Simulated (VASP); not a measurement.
# CdF2 (I4/mmm) in VASP: notebook, part 2 of 2

VASP 6.6.1.

## Step 4: Single point, PBE (strain -0.015 along x and y, +0.000 along z)

Input file INCAR:

```
SYSTEM = CdF2
  PREC = Accurate
  ENCUT = 520
  EDIFF = 1E-7
  ISMEAR = 0
  SIGMA = 0.05
  LREAL = .False.
  LASPH = .True.
  NELM = 60
  ALGO = Normal
  ISIF = 2
  LWAVE = .False.
  LCHARG = .True.
  GGA = PE
  LELF = .True.
  LVHAR = .True.
  NBANDS = 20
```

Input file KPOINTS:

```
regular mesh
0
Gamma
  8 8 8
  0 0 0
```

Input file POSCAR:

```
CdF2
1.0
    0.0000000000      2.6535900000      2.6940000000
    2.6535900000      0.0000000000      2.6940000000
    2.6535900000      2.6535900000      0.0000000000
Cd F
1 2
Direct
    0.0000000000      0.0000000000      0.0000000000
    0.2500000000      0.2500000000      0.2500000000
    0.7500000000      0.7500000000      0.7500000000
```

Potentials or basis: VASP PAW PBE potentials, release 64 (Cd, F).

The run is started by

```sh
$ cat potpaw_PBE.64/Cd/POTCAR potpaw_PBE.64/F/POTCAR > POTCAR
$ mpirun -np 1 vasp_std > vasp.out
```

OUTCAR:

```text
SYSTEM = CdF2
   PREC = Accurate
   ENCUT = 520
   EDIFF = 1E-7
   ISMEAR = 0
   LREAL = .False.
   LASPH = .True.
   NELM = 60
   ISIF = 2
   GGA = PE

 ion  position               nearest neighbor table
   1  0.000  0.000  0.000-   3 2.31   3 2.31   3 2.31   2 2.31   3 2.31   2 2.31   2 2.31   2 2.31

   2  0.250  0.250  0.250-   1 2.31   1 2.31   1 2.31   1 2.31
   3  0.750  0.750  0.750-   1 2.31   1 2.31   1 2.31   1 2.31

  LATTYP: Found a body centered tetragonal cell.
 ALAT       =     3.7527429670
 C/A-ratio  =     1.4357498095

  Lattice vectors:

 A1 = (  -2.6535900000,   0.0000000000,   2.6940000000)
 A2 = (   2.6535900000,   0.0000000000,   2.6940000000)
 A3 = (   0.0000000000,   2.6535900000,  -2.6940000000)

Analysis of symmetry for initial positions (statically):
=====================================================================
 Subroutine PRICEL returns:
 Original cell was already a primitive cell.

 Routine SETGRP: Setting up the symmetry group for a
 body centered tetragonal supercell.

 Subroutine GETGRP returns: Found 16 space group operations
 (whereof 16 operations were pure point group operations)
[... 165 lines left out ...]

 E-fermi :  -0.7524     XC(G=0): -10.5779

 val. band max:       -1.0646268632   @ k =  -0.2500   0.2500   0.5000
 cond. band min:       2.0970047160   @ k =   0.0000   0.0000   0.0000
 fundamental gap:      3.1616315791
 Fermi energy:        -0.7524251822

 k-point     1 :       0.0000    0.0000    0.0000
  band No.  band energies     occupation
      1     -22.0559      2.00000
      2     -20.8608      2.00000
      3      -6.7989      2.00000
      4      -6.7916      2.00000
      5      -6.7916      2.00000
      6      -5.4544      2.00000
[... 541 lines left out ...]
     19      18.3439      0.00000
     20      20.1663      0.00000

 [... further k-points ...]

------------------------ aborting loop because EDIFF is reached ----------------------------------------

  FORCE on cell =-STRESS in cart. coord.  units (eV):
  Direction    XX          YY          ZZ          XY          YZ          ZX
  --------------------------------------------------------------------------------------
  -------------------------------------------------------------------------------------
  Total        2.5434415      2.5434415      2.1529912      0.0000000      0.0000000      0.0000000
  in kB      107.4081180    107.4081180     90.9196202      0.0000000      0.0000000      0.0000000
  external PRESSURE =     101.9119521 kB  Pullay stress =       0.0000000 kB

 VOLUME and BASIS-vectors are now :
 -----------------------------------------------------------------------------
  energy-cutoff  :      520.00
  volume of cell :       37.94
      direct lattice vectors                 reciprocal lattice vectors
     0.000000000  2.653590000  2.694000000    -0.188423984  0.188423984  0.185597624
     2.653590000  0.000000000  2.694000000     0.188423984 -0.188423984  0.185597624
     2.653590000  2.653590000  0.000000000     0.188423984  0.188423984 -0.185597624

 POSITION                                       TOTAL-FORCE (eV/Angst)
 -----------------------------------------------------------------------------------
      0.00000      0.00000      0.00000         0.000000     -0.000000     -0.000000
      1.32679      1.32679      1.34700        -0.000000      0.000000      0.000000
      3.98039      3.98039      4.04100        -0.000000     -0.000000      0.000000
 -----------------------------------------------------------------------------------
    total drift:                                0.000000      0.000000      0.000000

  FREE ENERGIE OF THE ION-ELECTRON SYSTEM (eV)
  ---------------------------------------------------
  free  energy   TOTEN  =       -10.7956770883 eV

  energy  without entropy=      -10.7956770883  energy(sigma->0) =      -10.79567709
```

Run time: 66 s. Hardware: 1 thread of Intel Xeon 8259CL, shared host; peak memory 0.18 GiB.

What came out:

```yaml
Free_energy: -10.7957 eV
Pressure: 10.2 GPa
Band_gap_on_the_k_mesh: 3.16 eV (least direct gap 3.60 eV)
```

Stress tensor (GPa, compression positive):
```
10.74  0.00  0.00
 0.00 10.74  0.00
 0.00  0.00  9.09
```

Caveat: the cell differs from its parent crystal (strain -0.015 along x and y, +0.000 along z); the cell stands under pressure. A k mesh can miss the band edges.

## Step 5: Single point, PBE (strain +0.000 along x and y, -0.015 along z)

Input file INCAR:

```
SYSTEM = CdF2
PREC     = Accurate       ! precision mode
ENCUT    = 520            ! plane-wave cutoff, eV
EDIFF    = 1E-7           ! SCF threshold, eV
ISMEAR   = 0              ! smearing method
SIGMA    = 0.05           ! smearing width, eV
LREAL    = .FALSE.        ! projectors in reciprocal space
LASPH    = .TRUE.         ! aspherical terms in the spheres
NELM     = 100            ! most SCF steps
ALGO     = Normal         ! electronic algorithm
ISIF     = 2              ! what is computed and relaxed
LWAVE    = .FALSE.        ! write WAVECAR
LCHARG   = .FALSE.        ! write CHGCAR
GGA      = PE             ! functional
NBANDS   = 20             ! bands
```

Input file KPOINTS:

```
Automatic mesh
0
G
  8 8 8
  0 0 0
```

Input file POSCAR:

```
CdF2
1.0
    0.0000000000      2.6940000000      2.6535900000
    2.6940000000      0.0000000000      2.6535900000
    2.6940000000      2.6940000000      0.0000000000
Cd F
1 2
Direct
    0.0000000000      0.0000000000      0.0000000000
    0.2500000000      0.2500000000      0.2500000000
    0.7500000000      0.7500000000      0.7500000000
```

The run is started by

```sh
$ cat potpaw_PBE.64/Cd/POTCAR potpaw_PBE.64/F/POTCAR > POTCAR
$ mpirun -np 1 vasp_std > vasp.out
```

Run time: 58 s. Hardware: 1 thread of Intel Xeon 8259CL, shared host; peak memory 0.18 GiB.

The run converged. Its results:

```
Free energy            : -10.8299 eV
Pressure               : 8.1 GPa
Band gap on the k mesh : 3.11 eV (least direct gap 3.58 eV)
```

Stress tensor (GPa, compression positive):
```
7.57 0.00 0.00
0.00 7.57 0.00
0.00 0.00 9.22
```

Levels at points of the mesh, in eV from the valence-band top:
```tsv
k point	band 9	band 10	band 11	band 12	band 13	band 14	band 15	band 16	band 17	band 18
(0.00, 0.00, 0.00)	-1.06	-0.93	-0.52	-0.47	-0.47	3.11	12.74	12.78	12.78	17.77
(0.50, 0.00, 0.00)	-2.35	-1.92	-1.88	-0.40	-0.39	7.28	9.20	14.57	14.68	18.20
(0.50, 0.50, 0.00)	-3.06	-3.06	-0.47	-0.11	-0.11	8.10	9.70	11.95	14.36	14.36
(0.50, 0.00, 0.50)	-3.06	-3.01	-0.56	-0.12	-0.07	8.13	9.74	11.94	14.34	14.53
```

Caveat: the cell differs from its parent crystal (strain +0.000 along x and y, -0.015 along z); the cell stands under pressure. A k mesh can miss the band edges.

## Step 6: The runs side by side

| cell | gap on the mesh (eV) | pressure (GPa) |
| --- | --- | --- |
| a = 3.812, b = 3.812, c = 3.696 Å, angles 61.0, 61.0, 58.0°, 3 atoms | 3.08 | 10.3 |
| a = 3.753, b = 3.753, c = 3.810 Å, angles 59.5, 59.5, 61.0°, 3 atoms | 3.14 | 10.2 |
| a = 3.781, b = 3.781, c = 3.753 Å, angles 60.3, 60.3, 59.5°, 3 atoms | 3.16 | 10.2 |
| a = 3.781, b = 3.781, c = 3.810 Å, angles 59.8, 59.8, 60.5°, 3 atoms | 3.11 | 8.1 |

Alike in all rows: task single point; level PBE; potentials or basis VASP PAW PBE potentials, release 64 (Cd, F); no spin polarisation; k mesh 8 × 8 × 8; cutoff (eV) 520; smearing gaussian 0.05 eV.

Caveats: the cell stands under pressure.

Absolute energies hang on the potentials; compare differences alone.
